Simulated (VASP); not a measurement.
# Ti2Al3N5 (I4/mmm) in VASP: single point with PBE

Aim: the single point of Ti2Al3N5 with PBE.

All numbers are computed with VASP 6.6.1; they aren't measurements. Logs are shortened: lines on timing, memory, paths and dates and some standing lists are left out, and cuts for length are marked.

### 1 The cell of the first run

It takes space group I4/mmm (No. 139, tetragonal). Conventional cell: a = 2.924 Å, b = 2.924 Å, c = 20.936 Å, α = 90.00°, β = 90.00°, γ = 90.00°. Within 2.7 Å of Ti (site symmetry 4mm) lie 6 N at 2.07 to 2.21 Å. Al (site symmetry 4mm) has 6 N at 2.02 to 2.07 Å within 2.7 Å. Al (site symmetry 4/mmm) has 6 N at 2.01 to 2.07 Å within 2.7 Å. Within 2.7 Å of N (site symmetry 4mm) lie 5 Al at 2.01 to 2.07 Å and 1 Ti at 2.21 Å. Within 2.7 Å of N (site symmetry 4/mmm) lie 6 Al at 2.02 to 2.07 Å. Within 2.7 Å of N (site symmetry 4mm) lie 1 Al at 2.06 Å and 5 Ti at 2.07 to 2.17 Å.

### 2 Single point, PBE, collinear spin

File INCAR:

```
SYSTEM = Ti2Al3N5
ALGO = Normal
EDIFF = 1E-6
ENCUT = 520
GGA = PE
ISIF = 2
ISMEAR = 0
ISPIN = 2
LASPH = .TRUE.
LCHARG = .TRUE.
LELF = .TRUE.
LMAXMIX = 4
LORBIT = 11
LREAL = .FALSE.
LVHAR = .TRUE.
LWAVE = .FALSE.
MAGMOM = 1 1 0 0 0 0 0 0 0 0
NBANDS = 44
NELM = 150
PREC = Accurate
SIGMA = 0.1
```

File KPOINTS:

```
k-points
0
G
  8 8 8
  0 0 0
```

File POSCAR:

```
Ti2Al3N5
1.0
   -1.4620648308      1.4620648308     10.4679380976
    1.4620648308     -1.4620648308     10.4679380976
    1.4620648308      1.4620648308    -10.4679380976
Ti Al N
2 3 5
Direct
    0.7983055847      0.7983055847      0.0000000000
    0.2016944153      0.2016944153      0.0000000000
    0.4036496123      0.4036496123      0.0000000000
    0.0000000000      0.0000000000      0.0000000000
    0.5963503877      0.5963503877      0.0000000000
    0.9038506128      0.9038506128      0.0000000000
    0.5000000000      0.5000000000      0.0000000000
    0.0961493872      0.0961493872      0.0000000000
    0.6945277711      0.6945277711      0.0000000000
    0.3054722289      0.3054722289      0.0000000000
```

Potentials or basis: VASP PAW PBE potentials, release 64 (Ti_sv, Al, N).

Started as:

```sh
$ cat potpaw_PBE.64/Ti_sv/POTCAR potpaw_PBE.64/Al/POTCAR potpaw_PBE.64/N/POTCAR > POTCAR
$ mpirun -np 1 vasp_std > vasp.out
```

OUTCAR:

```text
SYSTEM = Ti2Al3N5
   EDIFF = 1E-6
   ENCUT = 520
   GGA = PE
   ISIF = 2
   ISMEAR = 0
   ISPIN = 2
   LASPH = .TRUE.
   LORBIT = 11
   LREAL = .FALSE.
   NELM = 150
   PREC = Accurate

 ion  position               nearest neighbor table
   1  0.798  0.798  0.000-  10 2.07  10 2.07  10 2.07  10 2.07   9 2.17   6 2.21   2 2.89   2 2.89
                             2 2.89   2 2.89   3 3.02   3 3.02   3 3.02   3 3.02
   2  0.202  0.202  0.000-   9 2.07   9 2.07   9 2.07   9 2.07  10 2.17   8 2.21   1 2.89   1 2.89
                             1 2.89   1 2.89   5 3.02   5 3.02   5 3.02   5 3.02
   3  0.404  0.404  0.000-   7 2.02  10 2.06   6 2.07   6 2.07   6 2.07   6 2.07   4 2.89   4 2.89
                             4 2.89   4 2.89   1 3.02   1 3.02   1 3.02   1 3.02
   4  0.000  0.000  0.000-   6 2.01   8 2.01   7 2.07   7 2.07   7 2.07   7 2.07   5 2.89   5 2.89
                             3 2.89   3 2.89   3 2.89   5 2.89   3 2.89   5 2.89
   5  0.596  0.596  0.000-   7 2.02   9 2.06   8 2.07   8 2.07   8 2.07   8 2.07   4 2.89   4 2.89
                             4 2.89   4 2.89   2 3.02   2 3.02   2 3.02   2 3.02
   6  0.904  0.904  0.000-   4 2.01   3 2.07   3 2.07   3 2.07   3 2.07   1 2.21
   7  0.500  0.500  0.000-   3 2.02   5 2.02   4 2.07   4 2.07   4 2.07   4 2.07
   8  0.096  0.096  0.000-   4 2.01   5 2.07   5 2.07   5 2.07   5 2.07   2 2.21
   9  0.695  0.695  0.000-   5 2.06   2 2.07   2 2.07   2 2.07   2 2.07   1 2.17
  10  0.305  0.305  0.000-   3 2.06   1 2.07   1 2.07   1 2.07   1 2.07   2 2.17

  LATTYP: Found a body centered tetragonal cell.
 ALAT       =     2.9241296616
 C/A-ratio  =     7.1596948898

  Lattice vectors:

 A1 = (  -1.4620648308,   1.4620648308,  10.4679380976)
 A2 = (   1.4620648308,  -1.4620648308,  10.4679380976)
 A3 = (   1.4620648308,   1.4620648308, -10.4679380976)

Analysis of symmetry for initial positions (statically):
=====================================================================
 Subroutine PRICEL returns:
 Original cell was already a primitive cell.

 Routine SETGRP: Setting up the symmetry group for a
 body centered tetragonal supercell.

 Subroutine GETGRP returns: Found 16 space group operations
 (whereof 16 operations were pure point group operations)
 out of a pool of 16 trial point group operations.

The static configuration has the point symmetry D_4h.

Analysis of symmetry for dynamics (positions and initial velocities):
=====================================================================
 Subroutine PRICEL returns:
 Original cell was already a primitive cell.

 Routine SETGRP: Setting up the symmetry group for a
 body centered tetragonal supercell.

 Subroutine GETGRP returns: Found 16 space group operations
[... 185 lines left out ...]
 fundamental gap:      0.1165461746
 Fermi energy:        11.1561540167

 spin component 1

 k-point     1 :       0.0000    0.0000    0.0000
  band No.  band energies     occupation
      1     -46.5409      1.00000
      2     -46.4442      1.00000
      3     -22.9742      1.00000
      4     -22.6838      1.00000
      5     -22.6838      1.00000
      6     -22.6337      1.00000
[... 1045 lines left out ...]
     40      16.7689      0.00000
     41      17.4642      0.00000

 [... further k-points ...]

 spin component 2

 k-point     1 :       0.0000    0.0000    0.0000
  band No.  band energies     occupation
      1     -46.5408      1.00000
      2     -46.4442      1.00000
      3     -22.9741      1.00000
      4     -22.6837      1.00000
      5     -22.6837      1.00000
      6     -22.6336      1.00000
[... 1045 lines left out ...]
     40      16.7689      0.00000
     41      17.4642      0.00000

 [... further k-points ...]

 [bands above 41 left out]

------------------------ aborting loop because EDIFF is reached ----------------------------------------

  FORCE on cell =-STRESS in cart. coord.  units (eV):
  Direction    XX          YY          ZZ          XY          YZ          ZX
  --------------------------------------------------------------------------------------
  -------------------------------------------------------------------------------------
  Total        0.0849772      0.0849772      0.0162028      0.0000000      0.0000000      0.0000000
  in kB        1.5211033      1.5211033      0.2900329      0.0000000      0.0000000      0.0000000
  external PRESSURE =       1.1107465 kB  Pullay stress =       0.0000000 kB

 VOLUME and BASIS-vectors are now :
 -----------------------------------------------------------------------------
  energy-cutoff  :      520.00
  volume of cell :       89.51
      direct lattice vectors                 reciprocal lattice vectors
    -1.462064831  1.462064831 10.467938098     0.000000000  0.341982099  0.047764898
     1.462064831 -1.462064831 10.467938098     0.341982099  0.000000000  0.047764898
     1.462064831  1.462064831-10.467938098     0.341982099  0.341982099  0.000000000

 POSITION                                       TOTAL-FORCE (eV/Angst)
 -----------------------------------------------------------------------------------
      0.00000      0.00000     16.71323        -0.000000     -0.000000      0.003540
      0.00000      0.00000      4.22265        -0.000000     -0.000000     -0.003540
      0.00000      0.00000      8.45076        -0.000000     -0.000000     -0.008035
      0.00000      0.00000      0.00000        -0.000000     -0.000000     -0.000000
      0.00000      0.00000     12.48512         0.000000      0.000000      0.008035
      0.00000      0.00000     18.92290        -0.000000     -0.000000      0.023752
      0.00000      0.00000     10.46794        -0.000000     -0.000000     -0.000000
      0.00000      0.00000      2.01297        -0.000000     -0.000000     -0.023752
      0.00000      0.00000     14.54055         0.000000      0.000000     -0.014375
      0.00000      0.00000      6.39533         0.000000      0.000000      0.014375
 -----------------------------------------------------------------------------------
    total drift:                               -0.000000     -0.000000      0.000000

  FREE ENERGIE OF THE ION-ELECTRON SYSTEM (eV)
  ---------------------------------------------------
  free  energy   TOTEN  =       -82.4556407342 eV

  energy  without entropy=      -82.4486156989  energy(sigma->0) =      -82.45212822

 total charge

# of ion       s       p       d       tot
------------------------------------------
    1        2.194   6.247   1.994  10.435
    2        2.194   6.247   1.994  10.435
    3        0.311   0.373   0.000   0.684
    4        0.316   0.386   0.000   0.701
    5        0.311   0.373   0.000   0.684
    6        1.221   2.585   0.000   3.806
    7        1.219   2.616   0.000   3.835
    8        1.221   2.585   0.000   3.806
    9        1.247   2.544   0.000   3.791
   10        1.247   2.544   0.000   3.791
--------------------------------------------------
tot         11.481  26.499   3.988  41.968

 magnetization (x)

# of ion       s       p       d       tot
------------------------------------------
    1        0.000   0.000   0.000   0.000
    2        0.000   0.000   0.000   0.000
    3        0.000   0.000   0.000   0.000
    4       -0.000  -0.000   0.000  -0.000
    5        0.000   0.000   0.000   0.000
    6       -0.000  -0.000   0.000  -0.000
    7        0.000   0.000   0.000   0.000
    8       -0.000  -0.000   0.000  -0.000
    9       -0.000  -0.000   0.000  -0.000
   10       -0.000  -0.000   0.000  -0.000
--------------------------------------------------
tot          0.000  -0.000   0.000   0.000
```

OSZICAR:

```text
N       E                     dE             d eps       ncg     rms          rms(c)
DAV:   1     0.649854933039E+03    0.64985E+03   -0.26779E+04 10448   0.144E+03
DAV:   2     0.100370234738E+01   -0.64885E+03   -0.60445E+03 10748   0.434E+02
DAV:   3    -0.909568717076E+02   -0.91961E+02   -0.89543E+02 13976   0.153E+02
DAV:   4    -0.974411211063E+02   -0.64842E+01   -0.64490E+01 15028   0.380E+01
DAV:   5    -0.976973422388E+02   -0.25622E+00   -0.25607E+00 14592   0.639E+00    0.305E+01
DAV:   6    -0.822008688509E+02    0.15496E+02   -0.59516E+01 13876   0.543E+01    0.913E+00
DAV:   7    -0.824728413561E+02   -0.27197E+00   -0.95171E+00 13116   0.204E+01    0.881E+00
DAV:   8    -0.824387181683E+02    0.34123E-01   -0.54302E-01 13216   0.462E+00    0.539E+00
DAV:   9    -0.824519643523E+02   -0.13246E-01   -0.24430E-01 14892   0.295E+00    0.115E+00
DAV:  10    -0.824549423191E+02   -0.29780E-02   -0.35197E-02 13520   0.129E+00    0.469E-01
DAV:  11    -0.824556024849E+02   -0.66017E-03   -0.51734E-03 13252   0.364E-01    0.323E-01
DAV:  12    -0.824555394050E+02    0.63080E-04   -0.13899E-03 13348   0.312E-01    0.146E-01
DAV:  13    -0.824556359625E+02   -0.96558E-04   -0.39022E-04 12324   0.124E-01    0.343E-02
DAV:  14    -0.824556361700E+02   -0.20745E-06   -0.79326E-05 13872   0.610E-02    0.168E-02
DAV:  15    -0.824556392664E+02   -0.30964E-05   -0.10183E-05 13692   0.188E-02    0.664E-03
DAV:  16    -0.824556405996E+02   -0.13332E-05   -0.21642E-06  8648   0.759E-03    0.426E-03
DAV:  17    -0.824556407342E+02   -0.13458E-06   -0.14193E-07  6432   0.244E-03
   1 F= -.82455641E+02 E0= -.82452128E+02  d E =-.702504E-02  mag=     0.0002
```

Run time: 1.9 h. Hardware: 1 thread of Oxide Virtual Turin-like, shared host; peak memory 1.5 GiB.

What came out:

- Free energy: -82.4556 eV
- Pressure: 0.1 GPa
- Largest force: 0.024 eV/Å
- Band gap on the k mesh: zero (filled and empty bands overlap)
- Net moment: 0.00 μB per cell
- Valence electrons inside the program's atomic spheres: Ti 10.44; Al 0.68, 0.70 (each value once); N 3.81, 3.83, 3.79 (each value once)

Forces on the atoms (eV/Å):
```
Ti   0.000  0.000  0.004
Ti   0.000  0.000 -0.004
Al   0.000  0.000 -0.008
Al   0.000  0.000  0.000
Al   0.000  0.000  0.008
N    0.000  0.000  0.024
N    0.000  0.000  0.000
N    0.000  0.000 -0.024
N    0.000  0.000 -0.014
N    0.000  0.000  0.014
```

The gap in the log of VASP goes by the Fermi energy; the results here count the filled bands.